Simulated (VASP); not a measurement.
Runs of VASP 6.6.1 on TiO2. The structure is that of space group Fm-3m (No. 225), or close to it. The cells are those of the table. 

```csv
cell,gap on the mesh (eV),pressure (GPa)
"a = 3.332 Å, angles 60.0°, 3 atoms",(a),22.5
"a = 3.390 Å, angles 60.0°, 3 atoms",(b),6.8
"a = 3.273 Å, angles 60.0°, 3 atoms",1.20,43.0
"a = 3.445 Å, angles 60.0°, 3 atoms",1.08,-5.4
"a = 3.499 Å, angles 60.0°, 3 atoms",(c),-14.8
```

Alike in all rows: task single point; level PBE; potentials or basis VASP PAW PBE potentials, release 64 (Ti_sv, O); no spin polarisation; k mesh 6 × 6 × 6; cutoff (eV) 520; smearing gaussian 0.01 eV.

Q: Estimate the missing entries.

A: (a) 1.17; (b) 1.13; (c) 1.04.

A k mesh can miss the band edges.
